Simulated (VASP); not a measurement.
# SiF (Pm-3m) in VASP: notebook

The runs below take SiF through relaxation of cell and atoms, single point, with PBEsol, HSE06.

All numbers are computed with VASP 6.6.1; they aren't measurements. Logs are shortened: lines on timing, memory, paths and dates and some standing lists are left out, and cuts for length are marked.

## Step 1: The cell of the first run

Symmetry: Pm-3m, No. 221, cubic system. The conventional cell has a = 3.029 Å, b = 3.029 Å, c = 3.029 Å, α = 90.00°, β = 90.00°, γ = 90.00°. Within 3.5 Å of Si (site symmetry m-3m) lie 8 F at 2.62 Å and 6 Si at 3.03 Å. F (site symmetry m-3m) has 8 Si at 2.62 Å and 6 F at 3.03 Å within 3.5 Å.

## Step 2: Relaxation of cell and atoms, PBEsol, target pressure 5 GPa, at which the enthalpy is minimised

Input file INCAR:

```
SYSTEM = SiF
PREC = Accurate ; ENCUT = 600
EDIFF = 1E-7 ; ISMEAR = -1
SIGMA = 0.05 ; LREAL = .False.
LASPH = .True. ; NELM = 100
ALGO = Normal ; ISIF = 3
LWAVE = .False. ; LCHARG = .False.
GGA = PS ; IBRION = 2
NSW = 60 ; EDIFFG = -0.01
PSTRESS = 50.0
```

Input file KPOINTS:

```
Automatic mesh
0
Gamma
  9 9 9
  0 0 0
```

Input file POSCAR:

```
SiF
1.0
    3.0286000000      0.0000000000      0.0000000000
    0.0000000000      3.0286000000      0.0000000000
    0.0000000000      0.0000000000      3.0286000000
Si F
1 1
Direct
    0.5000000000      0.5000000000      0.5000000000
    0.0000000000      0.0000000000      0.0000000000
```

Potentials or basis: VASP PAW PBE potentials, release 64 (Si, F).

Launch:

```console
$ cat potpaw_PBE.64/Si/POTCAR potpaw_PBE.64/F/POTCAR > POTCAR
$ mpirun -np 1 vasp_std > vasp.out
```

OUTCAR:

```text
SYSTEM = SiF
   PREC = Accurate
   ENCUT = 600
   EDIFF = 1E-7
   ISMEAR = -1
   LREAL = .False.
   LASPH = .True.
   NELM = 100
   ISIF = 3
   GGA = PS
   IBRION = 2
   NSW = 60
   EDIFFG = -0.01
   PSTRESS = 50.0

 ion  position               nearest neighbor table
   1  0.500  0.500  0.500-
   2  0.000  0.000  0.000-

  LATTYP: Found a simple cubic cell.
 ALAT       =     3.0286000000

  Lattice vectors:

 A1 = (   3.0286000000,   0.0000000000,   0.0000000000)
 A2 = (   0.0000000000,   3.0286000000,   0.0000000000)
 A3 = (   0.0000000000,   0.0000000000,   3.0286000000)

Analysis of symmetry for initial positions (statically):
=====================================================================
 Subroutine PRICEL returns:
 Original cell was already a primitive cell.

 Routine SETGRP: Setting up the symmetry group for a
 simple cubic supercell.

 Subroutine GETGRP returns: Found 48 space group operations
 (whereof 48 operations were pure point group operations)
 out of a pool of 48 trial point group operations.

The static configuration has the point symmetry O_h .

Analysis of symmetry for dynamics (positions and initial velocities):
=====================================================================
 Subroutine PRICEL returns:
 Original cell was already a primitive cell.

 Routine SETGRP: Setting up the symmetry group for a
 simple cubic supercell.

 Subroutine GETGRP returns: Found 48 space group operations
 (whereof 48 operations were pure point group operations)
 out of a pool of 48 trial point group operations.

The dynamic configuration has the point symmetry O_h .

 Subroutine INISYM returns: Found 48 space group operations
 (whereof 48 operations are pure point group operations),
 and found     1 'primitive' translations

----------------------------------------------------------------------------------------

                                     Primitive cell

  volume of cell :      27.7796

  direct lattice vectors                    reciprocal lattice vectors
     3.028600000  0.000000000  0.000000000     0.330185564  0.000000000  0.000000000
     0.000000000  3.028600000  0.000000000     0.000000000  0.330185564  0.000000000
     0.000000000  0.000000000  3.028600000     0.000000000  0.000000000  0.330185564

  length of vectors
     3.028600000  3.028600000  3.028600000     0.330185564  0.330185564  0.330185564

  position of ions in fractional coordinates (direct lattice)
     0.500000000  0.500000000  0.500000000
     0.000000000  0.000000000  0.000000000

  ion indices of the primitive-cell ions
   primitive index   ion index
                 1           1
                 2           2

----------------------------------------------------------------------------------------

 KPOINTS: Automatic mesh

Automatic generation of k-mesh.
 Grid dimensions read from file:
 generate k-points for:    9    9    9

 Generating k-lattice:

  Cartesian coordinates                     Fractional coordinates (reciprocal lattice)
     0.036687285  0.000000000  0.000000000     0.111111111  0.000000000  0.000000000
     0.000000000  0.036687285  0.000000000     0.000000000  0.111111111  0.000000000
     0.000000000  0.000000000  0.036687285     0.000000000  0.000000000  0.111111111

  Length of vectors
     0.036687285  0.036687285  0.036687285

  Shift w.r.t. Gamma in fractional coordinates (k-lattice)
     0.000000000  0.000000000  0.000000000

 Subroutine IBZKPT returns following result:
 ===========================================

 Found     35 irreducible k-points:

 Following reciprocal coordinates:
            Coordinates               Weight
  0.000000  0.000000  0.000000      1.000000
  0.111111  0.000000  0.000000      6.000000
  0.222222  0.000000  0.000000      6.000000
  0.333333  0.000000  0.000000      6.000000
  0.444444  0.000000  0.000000      6.000000
  0.111111  0.111111  0.000000     12.000000
[... 16 lines left out ...]
  0.333333  0.333333  0.111111     24.000000
  0.444444  0.333333  0.111111     48.000000
 [... further k-points ...]
   k-points           NKPTS =     35   k-points in BZ     NKDIM =     35   number of bands    NBANDS=      9
   number of dos      NEDOS =    301   number of ions     NIONS =      2
   total plane-waves  NPLWV =  13824
   dimension x,y,z NGX =    24 NGY =   24 NGZ =   24
   dimension x,y,z NGXF=    48 NGYF=   48 NGZF=   48
   ions per type =               1   1
   NGX,Y,Z   is equivalent  to a cutoff of  13.17, 13.17, 13.17 a.u.
   NGXF,Y,Z  is equivalent  to a cutoff of  26.35, 26.35, 26.35 a.u.
 SYSTEM =  SiF
   PREC   = accura    normal or accurate (medium, high low for compatibility)
   ISTART =      0    job   : 0-new  1-cont  2-samecut
   ICHARG =      2    charge: 1-file 2-atom 10-const
   ISPIN  =      1    spin polarized calculation?
   LNONCOLLINEAR =      F non collinear calculations
   LSORBIT =      F    spin-orbit coupling
   LASPH  =      T    aspherical Exc in radial PAW
   ENCUT  =  600.0 eV  44.10 Ry    6.64 a.u.   6.05  6.05  6.05*2*pi/ulx,y,z
   NELM   =    100;   NELMIN=  2; NELMDL= -5     # of ELM steps
   EDIFF  = 0.1E-06   stopping-criterion for ELM
   LREAL  =      F    real-space projection
   EDIFFG = -.1E-01   stopping-criterion for IOM
   NSW    =     60    number of steps for IOM
   IBRION =      2    ionic relax: 0-MD 1-quasi-New 2-CG
   NFREE  =      1    steps in history (QN), initial steepest desc. (CG)
   ISIF   =      3    stress and relaxation
   ISYM   =      2    0-nonsym 1-usesym 2-fastsym
   POTIM  = 0.5000    time-step for ionic-motion
   TEBEG  =    0.0;   TEEND  =   0.0 temperature during run
   PSTRESS=   50.0 pullay stress
   NELECT =      11.0000    total number of electrons
   NUPDOWN=      -1.0000    fix difference up-down
   EMIN   =  10.00;   EMAX   =-10.00  energy-range for DOS
   EFERMI =   0.00;   METHOD = LEGACY
   ISMEAR =    -1;   SIGMA  =   0.05  broadening in eV -4-tet -1-fermi 0-gaus
   EFERMI_NEDOS =   21; number of points for ismear=-14 and -15
   IALGO  =     38    algorithm
   IMIX   =      4    mixing-type and parameters
     AMIX     =   0.40;   BMIX     =  1.00
     AMIX_MAG =   1.60;   BMIX_MAG =  1.00
  volume/ion in A,a.u.               =      13.89        93.73
  Fermi-wavevector in a.u.,A,eV,Ry     =   1.202164  2.271761 19.663124  1.445199
  Thomas-Fermi vector in A             =   2.337953
   LORBIT       =      0    0 simple, 1 ext, 2 COOP (PROOUT), +10 PAW based schemes
   GGA     = PS    functional components
   LHFCALC =     F    Hartree Fock is set to
   AEXX    =    0.0000 exact exchange contribution
   IVDW    =     0    specifies the selected vdW correction
   LEPSILON=     F    determine dielectric tensor
   LRPA    =     F    only Hartree local field effects (RPA)
 conjugate gradient relaxation of ions
 non-spin polarized calculation
  energy-cutoff  :      600.00
  volume of cell :       27.78
 maximum number of plane-waves:       943
   NGX = 13   NGY = 13   NGZ = 13

--------------------------------------- Ionic step        1  -------------------------------------------

 number of electron      11.0000013 magnetization

 Free energy of the ion-electron system (eV)
  ---------------------------------------------------
  ext. energy  EPLUGINS =         0.00000000
  ---------------------------------------------------
  free energy    TOTEN  =        -8.37067310 eV

  energy without entropy =       -8.35298967  energy(sigma->0) =       -8.36183139

------------------------ aborting loop because EDIFF is reached ----------------------------------------

  FORCE on cell =-STRESS in cart. coord.  units (eV):
  Direction    XX          YY          ZZ          XY          YZ          ZX
  --------------------------------------------------------------------------------------
  -------------------------------------------------------------------------------------
  Total       -0.6608023     -0.6608023     -0.6608023     -0.0000000      0.0000000      0.0000000
  in kB      -38.1115303    -38.1115303    -38.1115303     -0.0000000      0.0000000      0.0000000
  external PRESSURE =     -88.1115303 kB  Pullay stress =      50.0000000 kB
[... 61 lines left out ...]
  enthalpy is  TOTEN    =        -7.5830387616 eV   P V=        0.7745788406

--------------------------------------- Ionic step        3  -------------------------------------------

 number of electron      10.9999985 magnetization

 Free energy of the ion-electron system (eV)
  ---------------------------------------------------
  ext. energy  EPLUGINS =         0.00000000
  ---------------------------------------------------
  free energy    TOTEN  =        -8.36740094 eV

  energy without entropy =       -8.35080483  energy(sigma->0) =       -8.35910288

 E-fermi :   6.9544     XC(G=0): -10.9354

 val. band max:        6.9281998709   @ k =   0.3333   0.2222   0.0000
 cond. band min:       6.9860290540   @ k =   0.4444   0.3333   0.0000
 fundamental gap:      0.0578291831
 Fermi energy:         6.9543758629

 k-point     1 :       0.0000    0.0000    0.0000
  band No.  band energies     occupation
      1     -17.8321      2.00000
      2      -2.2615      2.00000
      3       1.1269      2.00000
      4       1.1269      2.00000
      5       1.1269      2.00000
      6      12.5005      0.00000
      7      12.7139      0.00000
      8      12.7139      0.00000
      9      12.7139      0.00000
[... 265 lines left out ...]
 k-point    24 :       0.4444    0.3333    0.1111
  band No.  band energies     occupation
      1     -17.3112      2.00000
      2      -2.0243      2.00000
      3      -0.5892      2.00000
      4       1.4203      2.00000
      5       2.7619      2.00000
      6       7.0271      0.37853
      7       8.1402      0.00000
      8      12.5263      0.00000
      9      14.8817      0.00000

 [... further k-points ...]
[... 5 lines left out ...]
  --------------------------------------------------------------------------------------
  -------------------------------------------------------------------------------------
  Total        0.7864519      0.7864519      0.7864519     -0.0000000      0.0000000      0.0000000
  in kB       50.2031318     50.2031318     50.2031318     -0.0000000      0.0000000      0.0000000
  external PRESSURE =       0.2031318 kB  Pullay stress =      50.0000000 kB
[... 17 lines left out ...]
  FREE ENERGIE OF THE ION-ELECTRON SYSTEM (eV)
  ---------------------------------------------------
  free  energy   TOTEN  =        -8.3674009394 eV

  energy  without entropy=       -8.3508048288  energy(sigma->0) =       -8.35910288

  enthalpy is  TOTEN    =        -7.5841312050 eV   P V=        0.7832697345

 reached required accuracy - stopping structural energy minimisation
```

It took 32 s on 1 thread of Intel Xeon Platinum 8259CL at 2.50GHz (Skylake/Cascade Lake), shared host; peak memory 0.14 GiB.

Results:

| Property | Result |
| --- | --- |
| Free energy | -8.3674 eV |
| Relaxed volume | 12.55 Å³/atom |
| Relaxed cell | a = 2.928 Å, b = 2.928 Å, c = 2.928 Å, α = 90.00°, β = 90.00°, γ = 90.00° |
| Space group after relaxing (to 0.05 Å) | Pm-3m (No. 221) |
| Energy change on relaxing (the enthalpy is what falls) | +1.6 meV/atom |
| Ionic steps | 3 |
| Pressure after relaxing | 5.0 GPa |

The path:
```csv
step,energy change (eV),largest force (eV/Å),pressure (GPa),volume (Å³)
1,0.0000,0.0000,-3.81,27.78
2,0.0131,0.0000,6.25,24.82
3,0.0033,0.0000,5.02,25.10
```

Final structure:
```xyz
2
Lattice="2.9279 0.0000 0.0000 0.0000 2.9279 0.0000 0.0000 0.0000 2.9279" Properties=species:S:1:pos:R:3 pbc="T T T"
Si    1.4639    1.4639    1.4639
F     0.0000    0.0000    0.0000
```

Levels at points of the mesh, in eV from the Fermi level:
```csv
k point,band 1,band 2,band 3,band 4,band 5,band 6,band 7,band 8,band 9
"(0.00, 0.00, 0.00)",-24.79,-9.22,-5.83,-5.83,-5.83,5.55,5.76,5.76,5.76
```

Caveat: the cell is relaxed towards a set pressure, so the enthalpy falls and the energy may rise; the PAW data sets were made with another functional, which shifts forces and pressure a little; an odd number of electrons without spin polarisation forces a metal; a magnetic or distorted state may lie lower.

(Continued in part 2 of 2.)
